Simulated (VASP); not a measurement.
# Pb (P6_3/mmc) in VASP: further runs

Runs on Pb. Level: PBEsol. Tasks: single point.

Program: VASP 6.6.1. These are calculated values, not measurements. Logs are shortened: lines on timing, memory, paths and dates and some standing lists are left out, and cuts for length are marked.

**1. The cell of the first run**

Symmetry: P6_3/mmc, No. 194, hexagonal system. The conventional cell has a = 3.674 Å, b = 3.674 Å, c = 5.016 Å, α = 90.00°, β = 90.00°, γ = 120.00°. Pb (site symmetry -6m2) has 12 Pb at 3.28 to 3.67 Å within 4.3 Å.

This isn't the form of Pb at room conditions, which is fcc.

**2. Single point, PBEsol**

INCAR reads:

```
SYSTEM = Pb
ALGO = Fast ; EDIFF = 1E-7
ENCUT = 520 ; GGA = PS
ISIF = 2 ; ISMEAR = 0
LASPH = .True. ; LCHARG = .True.
LELF = .True. ; LREAL = .False.
LVHAR = .True. ; LWAVE = .False.
NBANDS = 21 ; NELM = 60
PREC = Accurate ; SIGMA = 0.15
```

KPOINTS reads:

```
k-points
0
Gamma
  18 18 10
  0 0 0
```

POSCAR reads:

```
Pb
1.0
    3.6737225571      0.0000000000      0.0000000000
   -1.8368612785      3.1815370609      0.0000000000
    0.0000000000      0.0000000000      5.0160026627
Pb
2
Direct
    0.3333333333      0.6666666667      0.2500000000
    0.6666666667      0.3333333333      0.7500000000
```

Potentials or basis: VASP PAW PBE potentials, release 64 (Pb_d).

The run is started by

```sh
cat potpaw_PBE.64/Pb_d/POTCAR > POTCAR
mpirun -np 1 vasp_std > vasp.out
```

OUTCAR:

```text
SYSTEM = Pb
   EDIFF = 1E-7
   ENCUT = 520
   GGA = PS
   ISIF = 2
   ISMEAR = 0
   LASPH = .True.
   LREAL = .False.
   NELM = 60
   PREC = Accurate

 ion  position               nearest neighbor table
   1  0.333  0.667  0.250-   2 3.28   2 3.28   2 3.28   2 3.28   2 3.28   2 3.28
   2  0.667  0.333  0.750-   1 3.28   1 3.28   1 3.28   1 3.28   1 3.28   1 3.28

  LATTYP: Found a hexagonal cell.
 ALAT       =     3.6737225571
 C/A-ratio  =     1.3653732923

  Lattice vectors:

 A1 = (   3.6737225571,   0.0000000000,   0.0000000000)
 A2 = (  -1.8368612785,   3.1815370609,   0.0000000000)
 A3 = (   0.0000000000,   0.0000000000,   5.0160026627)

Analysis of symmetry for initial positions (statically):
=====================================================================
 Subroutine PRICEL returns:
 Original cell was already a primitive cell.

 Routine SETGRP: Setting up the symmetry group for a
 hexagonal supercell.

 Subroutine GETGRP returns: Found 24 space group operations
 (whereof 12 operations were pure point group operations)
 out of a pool of 24 trial point group operations.

The static configuration has the point symmetry D_3d.
 The point group associated with its full space group is D_6h.

Analysis of symmetry for dynamics (positions and initial velocities):
=====================================================================
 Subroutine PRICEL returns:
 Original cell was already a primitive cell.

 Routine SETGRP: Setting up the symmetry group for a
 hexagonal supercell.

 Subroutine GETGRP returns: Found 24 space group operations
 (whereof 12 operations were pure point group operations)
 out of a pool of 24 trial point group operations.

The dynamic configuration has the point symmetry D_3d.
 The point group associated with its full space group is D_6h.

 Subroutine INISYM returns: Found 24 space group operations
 (whereof 12 operations are pure point group operations),
 and found     1 'primitive' translations

----------------------------------------------------------------------------------------

                                     Primitive cell

  volume of cell :      58.6275

  direct lattice vectors                    reciprocal lattice vectors
     3.673722557  0.000000000  0.000000000     0.272203462  0.157156742  0.000000000
    -1.836861279  3.181537061  0.000000000     0.000000000  0.314313485  0.000000000
     0.000000000  0.000000000  5.016002663     0.000000000  0.000000000  0.199361936

  length of vectors
     3.673722557  3.673722557  5.016002663     0.314313485  0.314313485  0.199361936

  position of ions in fractional coordinates (direct lattice)
     0.333333333  0.666666667  0.250000000
     0.666666667  0.333333333  0.750000000

  ion indices of the primitive-cell ions
   primitive index   ion index
                 1           1
                 2           2

----------------------------------------------------------------------------------------

 KPOINTS: k-points

Automatic generation of k-mesh.
 Grid dimensions read from file:
 generate k-points for:   18   18   10

 Generating k-lattice:

  Cartesian coordinates                     Fractional coordinates (reciprocal lattice)
     0.015122415  0.008730930  0.000000000     0.055555556 -0.000000000  0.000000000
     0.000000000  0.017461860  0.000000000     0.000000000  0.055555556  0.000000000
     0.000000000  0.000000000  0.019936194     0.000000000  0.000000000  0.100000000

  Length of vectors
     0.017461860  0.017461860  0.019936194

  Shift w.r.t. Gamma in fractional coordinates (k-lattice)
     0.000000000  0.000000000  0.000000000

 Subroutine IBZKPT returns following result:
 ===========================================

 Found    222 irreducible k-points:

 Following reciprocal coordinates:
            Coordinates               Weight
  0.000000  0.000000  0.000000      1.000000
  0.055556 -0.000000  0.000000      6.000000
  0.111111 -0.000000  0.000000      6.000000
  0.166667  0.000000  0.000000      6.000000
  0.222222  0.000000  0.000000      6.000000
  0.277778  0.000000  0.000000      6.000000
[... 16 lines left out ...]
  0.333333  0.111111  0.000000     12.000000
  0.388889  0.111111  0.000000     12.000000
 [... further k-points ...]
   k-points           NKPTS =    222   k-points in BZ     NKDIM =    222   number of bands    NBANDS=     21
   number of dos      NEDOS =    301   number of ions     NIONS =      2
   total plane-waves  NPLWV =  31360
   dimension x,y,z NGX =    28 NGY =   28 NGZ =   40
   dimension x,y,z NGXF=    56 NGYF=   56 NGZF=   80
   ions per type =               2
   NGX,Y,Z   is equivalent  to a cutoff of  12.67, 12.67, 13.26 a.u.
   NGXF,Y,Z  is equivalent  to a cutoff of  25.34, 25.34, 26.51 a.u.
 SYSTEM =  Pb
   PREC   = accura    normal or accurate (medium, high low for compatibility)
   ISTART =      0    job   : 0-new  1-cont  2-samecut
   ICHARG =      2    charge: 1-file 2-atom 10-const
   ISPIN  =      1    spin polarized calculation?
   LNONCOLLINEAR =      F non collinear calculations
   LSORBIT =      F    spin-orbit coupling
   LASPH  =      T    aspherical Exc in radial PAW
   ENCUT  =  520.0 eV  38.22 Ry    6.18 a.u.   6.83  6.83  9.33*2*pi/ulx,y,z
   NELM   =     60;   NELMIN=  2; NELMDL= -5     # of ELM steps
   EDIFF  = 0.1E-06   stopping-criterion for ELM
   LREAL  =      F    real-space projection
   EDIFFG = 0.1E-05   stopping-criterion for IOM
   NSW    =      0    number of steps for IOM
   IBRION =     -1    ionic relax: 0-MD 1-quasi-New 2-CG
   NFREE  =      0    steps in history (QN), initial steepest desc. (CG)
   ISIF   =      2    stress and relaxation
   ISYM   =      2    0-nonsym 1-usesym 2-fastsym
   POTIM  = 0.5000    time-step for ionic-motion
   TEBEG  =    0.0;   TEEND  =   0.0 temperature during run
   PSTRESS=    0.0 pullay stress
   NELECT =      28.0000    total number of electrons
   NUPDOWN=      -1.0000    fix difference up-down
   EMIN   =  10.00;   EMAX   =-10.00  energy-range for DOS
   EFERMI =   0.00;   METHOD = LEGACY
   ISMEAR =     0;   SIGMA  =   0.15  broadening in eV -4-tet -1-fermi 0-gaus
   EFERMI_NEDOS =   21; number of points for ismear=-14 and -15
   IALGO  =     68    algorithm
   IMIX   =      4    mixing-type and parameters
     AMIX     =   0.40;   BMIX     =  1.00
     AMIX_MAG =   1.60;   BMIX_MAG =  1.00
  volume/ion in A,a.u.               =      29.31       197.82
  Fermi-wavevector in a.u.,A,eV,Ry     =   1.279658  2.418202 22.279864  1.637524
  Thomas-Fermi vector in A             =   2.412130
   LORBIT       =      0    0 simple, 1 ext, 2 COOP (PROOUT), +10 PAW based schemes
   GGA     = PS    functional components
   LHFCALC =     F    Hartree Fock is set to
   AEXX    =    0.0000 exact exchange contribution
   IVDW    =     0    specifies the selected vdW correction
   LEPSILON=     F    determine dielectric tensor
   LRPA    =     F    only Hartree local field effects (RPA)
 non-spin polarized calculation
 RMM-DIIS sequential band-by-band and
 Gauss-broadening in eV      SIGMA  =   0.15
  energy-cutoff  :      520.00
  volume of cell :       58.63
 maximum number of plane-waves:      1599
 NGX is ok and might be reduce to    28

 number of electron      27.9999998 magnetization

 Free energy of the ion-electron system (eV)
  ---------------------------------------------------
  ext. energy  EPLUGINS =         0.00000000
  ---------------------------------------------------
  free energy    TOTEN  =        -7.81400705 eV

  energy without entropy =       -7.79889120  energy(sigma->0) =       -7.80644912

 E-fermi :   7.4781     XC(G=0): -10.4896

 val. band max:        7.4775240566   @ k =   0.4444   0.1111   0.3000
 cond. band min:       7.4837784294   @ k =   0.4444   0.0000   0.1000
 fundamental gap:      0.0062543727
 Fermi energy:         7.4781266452

 k-point     1 :       0.0000    0.0000    0.0000
  band No.  band energies     occupation
      1      -9.6178      2.00000
      2      -9.5798      2.00000
      3      -9.5798      2.00000
      4      -9.5084      2.00000
      5      -9.5084      2.00000
      6      -9.4707      2.00000
[... 13 lines left out ...]
     20      16.7629      0.00000
     21      19.0049      0.00000

 k-point     2 :       0.0556   -0.0000    0.0000
  band No.  band energies     occupation
      1      -9.6169      2.00000
      2      -9.5833      2.00000
      3      -9.5813      2.00000
      4      -9.5162      2.00000
      5      -9.5038      2.00000
      6      -9.4669      2.00000
[... 13 lines left out ...]
     20      16.4591      0.00000
     21      18.5567      0.00000

 k-point     3 :       0.1111   -0.0000    0.0000
  band No.  band energies     occupation
      1      -9.6172      2.00000
      2      -9.5933      2.00000
      3      -9.5857      2.00000
      4      -9.5302      2.00000
      5      -9.4905      2.00000
      6      -9.4574      2.00000
[... 13 lines left out ...]
     20      16.0308      0.00000
     21      18.4995      0.00000

 k-point     4 :       0.1667    0.0000    0.0000
  band No.  band energies     occupation
      1      -9.6250      2.00000
      2      -9.6078      2.00000
      3      -9.5930      2.00000
      4      -9.5386      2.00000
      5      -9.4703      2.00000
      6      -9.4428      2.00000
[... 13 lines left out ...]
     20      16.8420      0.00000
     21      17.6680      0.00000

 k-point     5 :       0.2222    0.0000    0.0000
  band No.  band energies     occupation
      1      -9.6424      2.00000
      2      -9.6248      2.00000
      3      -9.6029      2.00000
      4      -9.5385      2.00000
      5      -9.4456      2.00000
      6      -9.4238      2.00000
[... 13 lines left out ...]
     20      17.0039      0.00000
     21      17.8510      0.00000
[... 382 lines left out ...]
     20      15.5665      0.00000
     21      17.3166      0.00000

 k-point    22 :       0.2778    0.1111    0.0000
  band No.  band energies     occupation
      1      -9.6873      2.00000
      2      -9.6624      2.00000
      3      -9.5968      2.00000
      4      -9.5514      2.00000
      5      -9.4043      2.00000
      6      -9.3695      2.00000
[... 13 lines left out ...]
     20      15.1406      0.00000
     21      18.4020      0.00000

 k-point    23 :       0.3333    0.1111    0.0000
  band No.  band energies     occupation
      1      -9.7043      2.00000
      2      -9.6780      2.00000
      3      -9.5985      2.00000
      4      -9.5400      2.00000
      5      -9.3964      2.00000
      6      -9.3578      2.00000
[... 13 lines left out ...]
     20      14.8457      0.00000
     21      19.3596      0.00000

 k-point    24 :       0.3889    0.1111    0.0000
  band No.  band energies     occupation
      1      -9.7153      2.00000
      2      -9.6881      2.00000
      3      -9.5997      2.00000
      4      -9.5324      2.00000
      5      -9.3903      2.00000
      6      -9.3663      2.00000
[... 13 lines left out ...]
     20      14.6720      0.00000
     21      19.4001      0.00000

 [... further k-points ...]
[... 5 lines left out ...]
  --------------------------------------------------------------------------------------
  -------------------------------------------------------------------------------------
  Total        0.1614617      0.1614617      2.0850864      0.0000000      0.0000000      0.0000000
  in kB        4.4124426      4.4124426     56.9814550      0.0000000      0.0000000      0.0000000
  external PRESSURE =      21.9354467 kB  Pullay stress =       0.0000000 kB

 VOLUME and BASIS-vectors are now :
 -----------------------------------------------------------------------------
  energy-cutoff  :      520.00
  volume of cell :       58.63
      direct lattice vectors                 reciprocal lattice vectors
     3.673722557  0.000000000  0.000000000     0.272203462  0.157156742  0.000000000
    -1.836861279  3.181537061  0.000000000     0.000000000  0.314313485  0.000000000
     0.000000000  0.000000000  5.016002663     0.000000000  0.000000000  0.199361936

 POSITION                                       TOTAL-FORCE (eV/Angst)
 -----------------------------------------------------------------------------------
     -0.00000      2.12102      1.25400        -0.000000      0.000000      0.000000
      1.83686      1.06051      3.76200         0.000000     -0.000000      0.000000
 -----------------------------------------------------------------------------------
    total drift:                               -0.000000      0.000000      0.000000

  FREE ENERGIE OF THE ION-ELECTRON SYSTEM (eV)
  ---------------------------------------------------
  free  energy   TOTEN  =        -7.8140070505 eV

  energy  without entropy=       -7.7988911993  energy(sigma->0) =       -7.80644912
```

Wall time 3.9 min (1 thread of AMD EPYC 9R45 (Zen 5), shared host); peak memory 0.3 GiB.

What came out:

| Property | Result |
| --- | --- |
| Free energy | -7.8140 eV |
| Pressure | 2.2 GPa |
| Band gap on the k mesh | zero (bands 14 and 15 overlap by 6.96 eV) |

Caveat: the stress differs along the axes, from 0 to 6 GPa; the PAW data sets were made with another functional, which shifts forces and pressure a little; spin-orbit coupling is left out, which moves the levels of the heavy elements.

**3. Single point, PBEsol**

This run uses another cell than the first one, of the same volume but with other edges.

INCAR reads:

```
SYSTEM = Pb
ALGO = Fast
EDIFF = 1E-6
ENCUT = 520
GGA = PS
ISIF = 2
ISMEAR = 0
LASPH = .TRUE.
LCHARG = .FALSE.
LREAL = .FALSE.
LWAVE = .FALSE.
NBANDS = 21
NELM = 60
PREC = Accurate
SIGMA = 0.15
```

KPOINTS reads:

```
k-points
0
G
  18 18 10
  0 0 0
```

POSCAR reads:

```
Pb
1.0
    3.2748060304      0.0000000000      0.0000000000
   -1.6374030152      2.8360652148      0.0000000000
    0.0000000000      0.0000000000      6.3124696817
Pb
2
Direct
    0.3333333333      0.6666666667      0.2500000000
    0.6666666667      0.3333333333      0.7500000000
```

Potentials or basis: VASP PAW PBE potentials, release 64 (Pb_d).

The run is started by

```sh
cat potpaw_PBE.64/Pb_d/POTCAR > POTCAR
mpirun -np 1 vasp_std > vasp.out
```

Run time: 1.9 min. Hardware: 1 thread of AMD EPYC 9R45 (Zen 5), shared host; peak memory 0.3 GiB.

The run converged. Its results:

* Free energy: -7.8353 eV
* Pressure: 2.4 GPa
* Band gap on the k mesh: zero (bands 14 and 15 overlap by 6.61 eV)

Stress tensor (GPa, compression positive):
```
 5.04  0.00  0.00
 0.00  5.04  0.00
 0.00  0.00 -2.82
```

Levels at points of the mesh, in eV from the Fermi level:
| k point | band 12 | band 13 | band 14 | band 15 | band 16 | band 17 |
| --- | --- | --- | --- | --- | --- | --- |
| (0.00, 0.00, 0.00) | -9.61 | -4.65 | 4.48 | 7.80 | 7.80 | 8.51 |
| (0.50, 0.00, 0.00) | -6.87 | -3.64 | -2.65 | -0.31 | 1.70 | 3.43 |
| (0.00, 0.00, 0.50) | -11.18 | -0.99 | -0.99 | 8.41 | 8.41 | 8.41 |
| (0.50, 0.00, 0.50) | -7.22 | -3.91 | -3.91 | 2.61 | 2.61 | 4.41 |

Caveat: the stress differs along the axes, from -3 to 5 GPa; the PAW data sets were made with another functional, which shifts forces and pressure a little; spin-orbit coupling is left out, which moves the levels of the heavy elements.

**4. Single point, PBEsol**

This run uses another cell than the first one, of the same volume but with other edges.

INCAR reads:

```
SYSTEM = Pb
ALGO = Fast ; EDIFF = 1E-6
ENCUT = 520 ; GGA = PS
ISIF = 2 ; ISMEAR = 0
LASPH = .TRUE. ; LCHARG = .FALSE.
LREAL = .FALSE. ; LWAVE = .FALSE.
NBANDS = 21 ; NELM = 60
PREC = Accurate ; SIGMA = 0.15
```

KPOINTS is that of step 3.

POSCAR reads:

```
Pb
1.0
    3.5780800650      0.0000000000      0.0000000000
   -1.7890400325      3.0987082331      0.0000000000
    0.0000000000      0.0000000000      5.2877432491
Pb
2
Direct
    0.3333333333      0.6666666667      0.2500000000
    0.6666666667      0.3333333333      0.7500000000
```

The run is started by

```sh
cat potpaw_PBE.64/Pb_d/POTCAR > POTCAR
mpirun -np 1 vasp_std > vasp.out
```

Run time: 2.2 min. Hardware: 1 thread of AMD EPYC 9R45 (Zen 5), shared host; peak memory 0.31 GiB.

Results (log left out):

```yaml
Free_energy: -7.9092 eV
Pressure: 1.3 GPa
Band_gap_on_the_k_mesh: zero (bands 14 and 15 overlap by 7.30 eV)
```

Stress tensor (GPa, compression positive):
```
-0.12  0.00  0.00
 0.00 -0.12  0.00
 0.00  0.00  4.09
```

Levels at points of the mesh, in eV from the Fermi level:
| k point | band 11 | band 12 | band 13 | band 14 | band 15 | band 16 | band 17 | band 18 |
| --- | --- | --- | --- | --- | --- | --- | --- | --- |
| (0.00, 0.00, 0.00) | -12.02 | -7.25 | -4.08 | 4.62 | 4.62 | 6.81 | 6.81 | 7.80 |
| (0.50, 0.00, 0.00) | -8.74 | -7.34 | -2.53 | -0.80 | -0.53 | 1.30 | 1.89 | 5.61 |
| (0.00, 0.00, 0.50) | -10.56 | -10.56 | 2.06 | 2.06 | 5.70 | 5.70 | 5.70 | 5.70 |
| (0.50, 0.00, 0.50) | -7.72 | -7.72 | -3.85 | -3.85 | 3.01 | 3.01 | 4.17 | 4.17 |

Caveat: the PAW data sets were made with another functional, which shifts forces and pressure a little; spin-orbit coupling is left out, which moves the levels of the heavy elements.

**5. Single point, PBEsol**

This run uses another cell than the first one, of the same volume but with other edges.

INCAR reads:

```
  PREC = Accurate
  ENCUT = 520
  EDIFF = 1E-6
  ISMEAR = 0
  SIGMA = 0.15
  LREAL = False
  LASPH = True
  NELM = 60
  ALGO = Fast
  ISIF = 2
  LWAVE = False
  LCHARG = False
  GGA = PS
  NBANDS = 21
```

KPOINTS reads:

```
regular mesh
0
Gamma
  18 18 10
```

POSCAR reads:

```
Pb
1.0
    3.3711786544      0.0000000000      0.0000000000
   -1.6855893272      2.9195263554      0.0000000000
    0.0000000000      0.0000000000      5.9567165035
Pb
2
Direct
    0.3333333333      0.6666666667      0.2500000000
    0.6666666667      0.3333333333      0.7500000000
```

The run is started by

```sh
cat potpaw_PBE.64/Pb_d/POTCAR > POTCAR
mpirun -np 1 vasp_std > vasp.out
```

Wall time 3.1 min (1 thread of AMD EPYC 9R45 (Zen 5), shared host); peak memory 0.32 GiB.

It converged, with:

```yaml
Free_energy: -7.9512 eV
Pressure: 1.1 GPa
Band_gap_on_the_k_mesh: zero (bands 14 and 15 overlap by 8.20 eV)
```

Stress tensor (GPa, compression positive):
```
 2.35  0.00  0.00
 0.00  2.35  0.00
 0.00  0.00 -1.27
```

Levels at points of the mesh, in eV from the Fermi level:
```tsv
k point	band 11	band 12	band 13	band 14	band 15	band 16	band 17	band 18
(0.00, 0.00, 0.00)	-12.02	-8.86	-4.54	6.21	6.71	6.71	8.30	8.30
(0.50, 0.00, 0.00)	-8.08	-7.01	-3.32	-2.10	-0.47	1.70	2.72	5.75
(0.00, 0.00, 0.50)	-10.93	-10.93	-0.11	-0.11	7.45	7.45	7.45	7.45
(0.50, 0.00, 0.50)	-7.39	-7.39	-3.86	-3.86	3.13	3.13	3.92	3.92
```

Caveat: the PAW data sets were made with another functional, which shifts forces and pressure a little; spin-orbit coupling is left out, which moves the levels of the heavy elements.

**6. Summary**

| cell | further INCAR settings | gap on the mesh (eV) | pressure (GPa) |
| --- | --- | --- | --- |
| a = 3.674, b = 3.674, c = 5.016 Å, angles 90.0, 90.0, 120.0°, 2 atoms | ALGO = Fast; EDIFF = 1e-07; NBANDS = 21 | none | 2.2 |
| a = 3.275, b = 3.275, c = 6.312 Å, angles 90.0, 90.0, 120.0°, 2 atoms | ALGO = Fast; EDIFF = 1e-06; NBANDS = 21 | none | 2.4 |
| a = 3.578, b = 3.578, c = 5.288 Å, angles 90.0, 90.0, 120.0°, 2 atoms | ALGO = Fast; EDIFF = 1e-06; NBANDS = 21 | none | 1.3 |
| a = 3.371, b = 3.371, c = 5.957 Å, angles 90.0, 90.0, 120.0°, 2 atoms | ALGO = Fast; EDIFF = 1e-06; NBANDS = 21 | none | 1.1 |

Alike in all rows: task single point; level PBEsol; potentials or basis VASP PAW PBE potentials, release 64 (Pb_d); no spin polarisation; k mesh 18 × 18 × 10; cutoff (eV) 520; smearing gaussian 0.15 eV.

Caveats: the PAW data sets were made with another functional, which shifts forces and pressure a little; spin-orbit coupling is left out, which moves the levels of the heavy elements; the stress differs along the axes, from 0 to 6 GPa (at least some runs); the stress differs along the axes, from -3 to 5 GPa (at least some runs).

Total energies depend on the potentials used, so only differences within one code and one set of settings carry meaning.

The gap in the log of VASP goes by the Fermi energy; the results here count the filled bands.